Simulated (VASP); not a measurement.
Runs of VASP 6.6.1 on NaH. The structure is that of space group P6_3/mmc (No. 194), or close to it. The cells are those of the table. 

```csv
task,level,potentials or basis,cell,k mesh,cutoff (eV),smearing,gap on the mesh (eV),pressure (GPa),relaxed volume (Å³/atom)
single point,r2SCAN,"VASP PAW PBE potentials, release 64 (Na_pv, H)","a = 3.953, b = 3.953, c = 4.828 Å, angles 90.0, 90.0, 120.0°, 4 atoms",6 × 6 × 6,520,fermi-dirac 0.02 eV,3.68,-0.1,-
single point,PBE,"VASP PAW PBE potentials, release 64 (Na_pv, H)","a = 3.972, b = 3.972, c = 4.874 Å, angles 90.0, 90.0, 120.0°, 4 atoms",12 × 12 × 6,520,fermi-dirac 0.02 eV,(b),0.0,-
single point,PBE,"VASP PAW PBE potentials, release 64 (Na_pv, H)","a = 3.953, b = 3.953, c = 4.828 Å, angles 90.0, 90.0, 120.0°, 4 atoms",6 × 6 × 4,520,gaussian 0.01 eV,3.33,0.3,-
single point,PBEsol,"VASP PAW PBE potentials, release 64 (Na_pv, H)","a = 3.945, b = 3.945, c = 4.837 Å, angles 90.0, 90.0, 120.0°, 4 atoms",6 × 6 × 6,520,fermi-dirac 0.02 eV,3.09,-0.1,-
relaxation of cell and atoms,LDA,"VASP PAW LDA potentials, release 64 (Na_pv, H)","relaxed from a = 3.972, b = 3.972, c = 4.874 Å, angles 90.0, 90.0, 120.0°, 4 atoms",6 × 6 × 6,600,fermi-dirac 0.02 eV,3.00,0.0,15.26
single point,LDA,"VASP PAW LDA potentials, release 64 (Na_pv, H)","a = 3.953, b = 3.953, c = 4.828 Å, angles 90.0, 90.0, 120.0°, 4 atoms",12 × 12 × 6,520,gaussian 0.01 eV,(c),-1.4,-
relaxation of cell and atoms,PBEsol,"VASP PAW PBE potentials, release 64 (Na_pv, H)","relaxed from a = 3.972, b = 3.972, c = 4.874 Å, angles 90.0, 90.0, 120.0°, 4 atoms",6 × 6 × 6,600,fermi-dirac 0.02 eV,3.09,0.0,16.27
relaxation of cell and atoms,r2SCAN,"VASP PAW PBE potentials, release 64 (Na_pv, H)","relaxed from a = 3.972, b = 3.972, c = 4.874 Å, angles 90.0, 90.0, 120.0°, 4 atoms",6 × 6 × 6,600,fermi-dirac 0.02 eV,3.68,0.0,(a)
```

Alike in all rows: no spin polarisation.

Q: Fill in the values left out.

A: (a) 16.23; (b) 3.34; (c) 2.98.

Caveats: the PAW data sets were made with another functional, which shifts forces and pressure a little (some runs).

A k mesh can miss the band edges.
